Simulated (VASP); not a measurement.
# Rb3LuBe2 (P6/mmm) in VASP: a series of runs

Runs on Rb3LuBe2. Level: PBE. Tasks: single point.

Program: VASP 6.6.1. These are calculated values, not measurements. Logs are shortened: lines on timing, memory, paths and dates and some standing lists are left out, and cuts for length are marked.

## Step 1: The cell of the first run

The structure is hexagonal, space group P6/mmm (No. 191). The conventional cell has a = 6.589 Å, b = 6.589 Å, c = 4.533 Å, α = 90.00°, β = 90.00°, γ = 120.00°. Rb (site symmetry mmm) has 4 Be at 2.96 Å and 4 Rb at 3.29 Å within 3.9 Å. Within 5.0 Å of Lu (site symmetry 6/mmm) lie 6 Be at 3.80 Å and 12 Rb at 4.00 Å and 2 Lu at 4.53 Å. Be (site symmetry -6m2) has 6 Rb at 2.96 Å and 3 Lu at 3.80 Å and 3 Be at 3.80 Å within 3.9 Å.

## Step 2: Single point, PBE

INCAR reads:

```
  PREC = Accurate
  ENCUT = 520
  EDIFF = 1E-6
  ISMEAR = 0
  SIGMA = 0.1
  LREAL = False
  LASPH = True
  NELM = 100
  ALGO = Normal
  ISIF = 2
  LWAVE = False
  LCHARG = True
  GGA = PE
  LELF = True
  LVHAR = True
  NBANDS = 37
```

KPOINTS reads:

```
regular mesh
0
Gamma
  3 3 4
```

POSCAR reads:

```
Rb3LuBe2
1.0
    6.5889692400      0.0000000000      0.0000000000
   -3.2944846200      5.7062147500      0.0000000000
    0.0000000000      0.0000000000      4.5326483500
Rb Lu Be
3 1 2
Direct
    0.5000000000      0.0000000000      0.5000000000
    0.0000000000      0.5000000000      0.5000000000
    0.5000000000      0.5000000000      0.5000000000
    0.0000000000      0.0000000000      0.0000000000
    0.3333333300      0.6666666700      0.0000000000
    0.6666666700      0.3333333300      0.0000000000
```

Potentials or basis: VASP PAW PBE potentials, release 64 (Rb_sv, Lu, Be).

Launch:

```console
> cat potpaw_PBE.64/Rb_sv/POTCAR potpaw_PBE.64/Lu/POTCAR potpaw_PBE.64/Be/POTCAR > POTCAR
> mpirun -np 1 vasp_std > vasp.out
```

OUTCAR:

```text
PREC = Accurate
   ENCUT = 520
   EDIFF = 1E-6
   ISMEAR = 0
   LREAL = False
   LASPH = True
   NELM = 100
   ISIF = 2
   GGA = PE

 ion  position               nearest neighbor table
   1  0.500  0.000  0.500-   5 2.96   6 2.96   5 2.96   6 2.96   2 3.29   3 3.29   3 3.29   2 3.29
                             4 4.00   4 4.00   4 4.00   4 4.00   3 5.60   3 5.60   3 5.60   3 5.60
   2  0.000  0.500  0.500-   5 2.96   6 2.96   5 2.96   6 2.96   3 3.29   3 3.29   1 3.29   1 3.29
                             4 4.00   4 4.00   4 4.00   4 4.00   3 5.60   3 5.60   3 5.60   3 5.60
   3  0.500  0.500  0.500-   5 2.96   6 2.96   5 2.96   6 2.96   2 3.29   2 3.29   1 3.29   1 3.29
                             4 4.00   4 4.00   4 4.00   4 4.00   2 5.60   2 5.60   2 5.60   2 5.60
   4  0.000  0.000  0.000-   1 4.00   1 4.00   1 4.00   1 4.00   2 4.00   3 4.00   2 4.00   2 4.00
                             3 4.00   2 4.00   3 4.00   3 4.00
   5  0.333  0.667  0.000-   2 2.96   2 2.96   1 2.96   1 2.96   3 2.96   3 2.96
   6  0.667  0.333  0.000-   2 2.96   2 2.96   1 2.96   1 2.96   3 2.96   3 2.96

  LATTYP: Found a hexagonal cell.
 ALAT       =     6.5889692400
 C/A-ratio  =     0.6879146320

  Lattice vectors:

 A1 = (   6.5889692400,   0.0000000000,   0.0000000000)
 A2 = (  -3.2944846200,   5.7062147500,   0.0000000000)
 A3 = (   0.0000000000,   0.0000000000,   4.5326483500)

Analysis of symmetry for initial positions (statically):
=====================================================================
 Subroutine PRICEL returns:
 Original cell was already a primitive cell.

 Routine SETGRP: Setting up the symmetry group for a
 hexagonal supercell.

 Subroutine GETGRP returns: Found 24 space group operations
 (whereof 24 operations were pure point group operations)
 out of a pool of 24 trial point group operations.

The static configuration has the point symmetry D_6h.

Analysis of symmetry for dynamics (positions and initial velocities):
=====================================================================
 Subroutine PRICEL returns:
 Original cell was already a primitive cell.

 Routine SETGRP: Setting up the symmetry group for a
 hexagonal supercell.

 Subroutine GETGRP returns: Found 24 space group operations
 (whereof 24 operations were pure point group operations)
 out of a pool of 24 trial point group operations.

The dynamic configuration has the point symmetry D_6h.

 Subroutine INISYM returns: Found 24 space group operations
 (whereof 24 operations are pure point group operations),
 and found     1 'primitive' translations

----------------------------------------------------------------------------------------

                                     Primitive cell

  volume of cell :     170.4188

  direct lattice vectors                    reciprocal lattice vectors
     6.588969240  0.000000000  0.000000000     0.151768807  0.087623761  0.000000000
    -3.294484620  5.706214750  0.000000000     0.000000000  0.175247523  0.000000000
     0.000000000  0.000000000  4.532648350     0.000000000  0.000000000  0.220621571

  length of vectors
     6.588969240  6.588969243  4.532648350     0.175247523  0.175247523  0.220621571

  position of ions in fractional coordinates (direct lattice)
     0.500000000  0.000000000  0.500000000
     0.000000000  0.500000000  0.500000000
     0.500000000  0.500000000  0.500000000
     0.000000000  0.000000000  0.000000000
     0.333333330  0.666666670  0.000000000
     0.666666670  0.333333330  0.000000000

  ion indices of the primitive-cell ions
   primitive index   ion index
                 1           1
                 2           2
                 3           3
                 4           4
                 5           5
                 6           6

----------------------------------------------------------------------------------------

 KPOINTS: regular mesh

Automatic generation of k-mesh.
 Grid dimensions read from file:
 generate k-points for:    3    3    4

 Generating k-lattice:

  Cartesian coordinates                     Fractional coordinates (reciprocal lattice)
     0.050589602  0.029207920  0.000000000     0.333333333  0.000000000  0.000000000
     0.000000000  0.058415841  0.000000000     0.000000000  0.333333333  0.000000000
     0.000000000  0.000000000  0.055155393     0.000000000  0.000000000  0.250000000

  Length of vectors
     0.058415841  0.058415841  0.055155393

  Shift w.r.t. Gamma in fractional coordinates (k-lattice)
     0.000000000  0.000000000  0.000000000

 Subroutine IBZKPT returns following result:
 ===========================================

 Found      9 irreducible k-points:

 Following reciprocal coordinates:
            Coordinates               Weight
  0.000000  0.000000  0.000000      1.000000
  0.333333  0.000000  0.000000      6.000000
  0.333333  0.333333  0.000000      2.000000
  0.000000  0.000000  0.250000      2.000000
  0.333333  0.000000  0.250000     12.000000
  0.333333  0.333333  0.250000      4.000000
  0.000000  0.000000  0.500000      1.000000
  0.333333  0.000000  0.500000      6.000000
  0.333333  0.333333  0.500000      2.000000
   k-points           NKPTS =      9   k-points in BZ     NKDIM =      9   number of bands    NBANDS=     37
   number of dos      NEDOS =    301   number of ions     NIONS =      6
   total plane-waves  NPLWV =  90000
   dimension x,y,z NGX =    50 NGY =   50 NGZ =   36
   dimension x,y,z NGXF=   100 NGYF=  100 NGZF=   72
   ions per type =               3   1   2
   NGX,Y,Z   is equivalent  to a cutoff of  12.62, 12.62, 13.20 a.u.
   NGXF,Y,Z  is equivalent  to a cutoff of  25.23, 25.23, 26.41 a.u.
 SYSTEM =  unknown system
   PREC   = accura    normal or accurate (medium, high low for compatibility)
   ISTART =      0    job   : 0-new  1-cont  2-samecut
   ICHARG =      2    charge: 1-file 2-atom 10-const
   ISPIN  =      1    spin polarized calculation?
   LNONCOLLINEAR =      F non collinear calculations
   LSORBIT =      F    spin-orbit coupling
   LASPH  =      T    aspherical Exc in radial PAW
   ENCUT  =  520.0 eV  38.22 Ry    6.18 a.u.  12.25 12.25  8.43*2*pi/ulx,y,z
   NELM   =    100;   NELMIN=  2; NELMDL= -5     # of ELM steps
   EDIFF  = 0.1E-05   stopping-criterion for ELM
   LREAL  =      F    real-space projection
   EDIFFG = 0.1E-04   stopping-criterion for IOM
   NSW    =      0    number of steps for IOM
   IBRION =     -1    ionic relax: 0-MD 1-quasi-New 2-CG
   NFREE  =      0    steps in history (QN), initial steepest desc. (CG)
   ISIF   =      2    stress and relaxation
   ISYM   =      2    0-nonsym 1-usesym 2-fastsym
   POTIM  = 0.5000    time-step for ionic-motion
   TEBEG  =    0.0;   TEEND  =   0.0 temperature during run
   PSTRESS=    0.0 pullay stress
   NELECT =      56.0000    total number of electrons
   NUPDOWN=      -1.0000    fix difference up-down
   EMIN   =  10.00;   EMAX   =-10.00  energy-range for DOS
   EFERMI =   0.00;   METHOD = LEGACY
   ISMEAR =     0;   SIGMA  =   0.10  broadening in eV -4-tet -1-fermi 0-gaus
   EFERMI_NEDOS =   21; number of points for ismear=-14 and -15
   IALGO  =     38    algorithm
   IMIX   =      4    mixing-type and parameters
     AMIX     =   0.40;   BMIX     =  1.00
     AMIX_MAG =   1.60;   BMIX_MAG =  1.00
  volume/ion in A,a.u.               =      28.40       191.67
  Fermi-wavevector in a.u.,A,eV,Ry     =   1.129705  2.134832 17.364203  1.276233
  Thomas-Fermi vector in A             =   2.266399
   LORBIT       =      0    0 simple, 1 ext, 2 COOP (PROOUT), +10 PAW based schemes
   GGA     = PE    functional components
   LHFCALC =     F    Hartree Fock is set to
   AEXX    =    0.0000 exact exchange contribution
   IVDW    =     0    specifies the selected vdW correction
   LEPSILON=     F    determine dielectric tensor
   LRPA    =     F    only Hartree local field effects (RPA)
 non-spin polarized calculation
 Gauss-broadening in eV      SIGMA  =   0.10
  energy-cutoff  :      520.00
  volume of cell :      170.42
 maximum number of plane-waves:      4636
 NGX is ok and might be reduce to    50
   NGX = 25   NGY = 25   NGZ = 17

 number of electron      56.0000008 magnetization

 Free energy of the ion-electron system (eV)
  ---------------------------------------------------
  ext. energy  EPLUGINS =         0.00000000
  ---------------------------------------------------
  free energy    TOTEN  =        -5.74711947 eV

  energy without entropy =       -5.72109782  energy(sigma->0) =       -5.73410864

 E-fermi :   2.4719     XC(G=0):  -8.7701

 val. band max:        2.4559994870   @ k =   0.0000   0.0000   0.2500
 cond. band min:       2.4974479576   @ k =   0.3333   0.3333   0.5000
 fundamental gap:      0.0414484705
 Fermi energy:         2.4718628677

 k-point     1 :       0.0000    0.0000    0.0000
  band No.  band energies     occupation
      1     -55.5731      2.00000
      2     -26.1700      2.00000
      3     -26.1700      2.00000
      4     -26.1145      2.00000
      5     -25.7845      2.00000
      6     -25.4527      2.00000
[... 29 lines left out ...]
     36       5.1515      0.00000
     37       5.1536      0.00000

 k-point     2 :       0.3333    0.0000    0.0000
  band No.  band energies     occupation
      1     -55.5731      2.00000
      2     -26.1721      2.00000
      3     -26.1705      2.00000
      4     -26.1145      2.00000
      5     -25.7153      2.00000
      6     -25.5257      2.00000
[... 29 lines left out ...]
     36       5.0562      0.00000
     37       5.2396      0.00000

 k-point     3 :       0.3333    0.3333    0.0000
  band No.  band energies     occupation
      1     -55.5731      2.00000
      2     -26.1718      2.00000
      3     -26.1718      2.00000
      4     -26.1145      2.00000
      5     -25.6209      2.00000
      6     -25.6209      2.00000
[... 29 lines left out ...]
     36       4.6476      0.00000
     37       4.7921      0.00000
[... 161 lines left out ...]
 k-point     8 :       0.3333    0.0000    0.5000
  band No.  band energies     occupation
      1     -55.5730      2.00000
      2     -26.1691      2.00000
      3     -26.1691      2.00000
      4     -26.1268      2.00000
      5     -25.7078      2.00000
      6     -25.5185      2.00000
[... 29 lines left out ...]
     36       5.0091      0.00000
     37       5.8110      0.00000

 k-point     9 :       0.3333    0.3333    0.5000
  band No.  band energies     occupation
      1     -55.5730      2.00000
      2     -26.1691      2.00000
      3     -26.1691      2.00000
      4     -26.1259      2.00000
      5     -25.6154      2.00000
      6     -25.6154      2.00000
[... 29 lines left out ...]
     36       4.6022      0.00000
     37       4.7145      0.00000

------------------------ aborting loop because EDIFF is reached ----------------------------------------

  FORCE on cell =-STRESS in cart. coord.  units (eV):
  Direction    XX          YY          ZZ          XY          YZ          ZX
  --------------------------------------------------------------------------------------
  -------------------------------------------------------------------------------------
  Total        4.8611021      4.8611021     11.7836021      0.0000000      0.0000000      0.0000000
  in kB       45.7012104     45.7012105    110.7824673      0.0000000      0.0000000      0.0000000
  external PRESSURE =      67.3949627 kB  Pullay stress =       0.0000000 kB

 VOLUME and BASIS-vectors are now :
 -----------------------------------------------------------------------------
  energy-cutoff  :      520.00
  volume of cell :      170.42
      direct lattice vectors                 reciprocal lattice vectors
     6.588969240  0.000000000  0.000000000     0.151768807  0.087623761  0.000000000
    -3.294484620  5.706214750  0.000000000     0.000000000  0.175247523  0.000000000
     0.000000000  0.000000000  4.532648350     0.000000000  0.000000000  0.220621571

 POSITION                                       TOTAL-FORCE (eV/Angst)
 -----------------------------------------------------------------------------------
      3.29448      0.00000      2.26632        -0.000000      0.000000     -0.000000
     -1.64724      2.85311      2.26632        -0.000000      0.000000     -0.000000
      1.64724      2.85311      2.26632        -0.000000      0.000000     -0.000000
      0.00000      0.00000      0.00000        -0.000000      0.000000     -0.000000
     -0.00000      3.80414      0.00000        -0.000000      0.000000      0.000000
      3.29448      1.90207      0.00000         0.000000     -0.000000     -0.000000
 -----------------------------------------------------------------------------------
    total drift:                                0.000000      0.000000      0.000000

  FREE ENERGIE OF THE ION-ELECTRON SYSTEM (eV)
  ---------------------------------------------------
  free  energy   TOTEN  =        -5.7471194650 eV

  energy  without entropy=       -5.7210978157  energy(sigma->0) =       -5.73410864
```

It took 69 s on 1 thread of AMD EPYC 7R43 (Zen 3), shared host; peak memory 0.28 GiB.

Results:

* Free energy: -5.7471 eV
* Pressure: 6.7 GPa
* Band gap on the k mesh: zero (band 28 reaches 2.92 eV, above the bottom of band 29 at 2.11 eV)

Caveat: the k points lie up to 0.37 Å⁻¹ apart; spin-orbit coupling is left out, which moves the levels of the heavy elements.

## Step 3: Single point, PBE

This run uses another cell than the first one, of 38.13 Å³/atom, 1.342 times its volume.

INCAR reads:

```
ALGO = Normal
EDIFF = 1E-6
ENCUT = 520
GGA = PE
ISIF = 2
ISMEAR = 0
LASPH = True
LCHARG = False
LREAL = False
LWAVE = False
NBANDS = 37
NELM = 100
PREC = Accurate
SIGMA = 0.1
```

KPOINTS reads:

```
k-points
0
Gamma
  3 3 4
```

POSCAR reads:

```
Rb3LuBe2
1.0
    6.7553312500      0.0000000000      0.0000000000
   -3.3776656250      5.8502884734      0.0000000000
    0.0000000000      0.0000000000      5.7887283583
Rb Lu Be
3 1 2
Direct
    0.5000000000      0.0000000000      0.5000000000
    0.0000000000      0.5000000000      0.5000000000
    0.5000000000      0.5000000000      0.5000000000
    0.0000000000      0.0000000000      0.0000000000
    0.3333333333      0.6666666667      0.0000000000
    0.6666666667      0.3333333333      0.0000000000
```

Potentials or basis: VASP PAW PBE potentials, release 64 (Rb_sv, Lu, Be).

Launch:

```console
> cat potpaw_PBE.64/Rb_sv/POTCAR potpaw_PBE.64/Lu/POTCAR potpaw_PBE.64/Be/POTCAR > POTCAR
> mpirun -np 1 vasp_std > vasp.out
```

OUTCAR:

```text
EDIFF = 1E-6
   ENCUT = 520
   GGA = PE
   ISIF = 2
   ISMEAR = 0
   LASPH = True
   LREAL = False
   NELM = 100
   PREC = Accurate

 ion  position               nearest neighbor table
   1  0.500  0.000  0.500-   2 3.38   3 3.38   3 3.38   2 3.38   5 3.49   6 3.49   5 3.49   6 3.49
                             4 4.45   4 4.45   4 4.45   4 4.45
   2  0.000  0.500  0.500-   1 3.38   1 3.38   3 3.38   3 3.38   5 3.49   6 3.49   5 3.49   6 3.49
[... 557 lines left out ...]
  -------------------------------------------------------------------------------------
  Total       -0.1286051     -0.1286051      0.4241594      0.0000000     -0.0000000      0.0000000
  in kB       -0.9006613     -0.9006613      2.9705205      0.0000000     -0.0000000      0.0000000
  external PRESSURE =       0.3897326 kB  Pullay stress =       0.0000000 kB

 VOLUME and BASIS-vectors are now :
 -----------------------------------------------------------------------------
  energy-cutoff  :      520.00
  volume of cell :      228.77
      direct lattice vectors                 reciprocal lattice vectors
     6.755331250  0.000000000  0.000000000     0.148031231  0.085465871  0.000000000
    -3.377665625  5.850288473  0.000000000     0.000000000  0.170931742  0.000000000
     0.000000000  0.000000000  5.788728358     0.000000000  0.000000000  0.172749512

 POSITION                                       TOTAL-FORCE (eV/Angst)
 -----------------------------------------------------------------------------------
      3.37767      0.00000      2.89436         0.000000      0.000000     -0.000000
     -1.68883      2.92514      2.89436         0.000000      0.000000     -0.000000
      1.68883      2.92514      2.89436         0.000000      0.000000     -0.000000
      0.00000      0.00000      0.00000         0.000000      0.000000     -0.000000
     -0.00000      3.90019      0.00000        -0.000000      0.000000     -0.000000
      3.37767      1.95010      0.00000         0.000000     -0.000000      0.000000
 -----------------------------------------------------------------------------------
    total drift:                                0.000000      0.000000      0.000000

  FREE ENERGIE OF THE ION-ELECTRON SYSTEM (eV)
  ---------------------------------------------------
  free  energy   TOTEN  =        -7.2787977828 eV

  energy  without entropy=       -7.2486643181  energy(sigma->0) =       -7.26373105
```

OSZICAR:

```text
N       E                     dE             d eps       ncg     rms          rms(c)
DAV:   1     0.425644745884E+03    0.42564E+03   -0.22905E+04   972   0.301E+03
DAV:   2     0.493505561325E+02   -0.37629E+03   -0.36291E+03   855   0.601E+02
DAV:   3    -0.494794669446E+01   -0.54299E+02   -0.53465E+02   897   0.122E+02
DAV:   4    -0.819019186130E+01   -0.32422E+01   -0.31978E+01   900   0.264E+01
DAV:   5    -0.840887281892E+01   -0.21868E+00   -0.21838E+00  1100   0.646E+00    0.794E+00
DAV:   6    -0.729440844948E+01    0.11145E+01   -0.46682E+00   868   0.616E+00    0.398E+00
DAV:   7    -0.728598203874E+01    0.84264E-02   -0.53349E-01   943   0.235E+00    0.232E+00
DAV:   8    -0.727794010863E+01    0.80419E-02   -0.59175E-02   948   0.129E+00    0.862E-01
DAV:   9    -0.727902543186E+01   -0.10853E-02   -0.15503E-02   860   0.437E-01    0.166E-01
DAV:  10    -0.727879722305E+01    0.22821E-03   -0.27331E-03   887   0.149E-01    0.109E-01
DAV:  11    -0.727880340905E+01   -0.61860E-05   -0.27065E-04   940   0.721E-02    0.389E-02
DAV:  12    -0.727880083396E+01    0.25751E-05   -0.13571E-04   868   0.554E-02    0.156E-02
DAV:  13    -0.727879964642E+01    0.11875E-05   -0.18817E-05   836   0.175E-02    0.117E-02
DAV:  14    -0.727879791859E+01    0.17278E-05   -0.41357E-06   724   0.111E-02    0.206E-03
DAV:  15    -0.727879778278E+01    0.13581E-06   -0.35245E-07   484   0.326E-03
   1 F= -.72787978E+01 E0= -.72637311E+01  d E =-.301335E-01
```

Run time: 80 s. Hardware: 1 thread of AMD EPYC 7R43 (Zen 3), shared host; peak memory 0.35 GiB.

What came out:

| Item | Value |
| --- | --- |
| Free energy | -7.2788 eV |
| Pressure | 0.0 GPa |
| Band gap on the k mesh | zero (band 28 reaches 1.66 eV, above the bottom of band 29 at 0.88 eV) |

Caveat: spin-orbit coupling is left out, which moves the levels of the heavy elements.
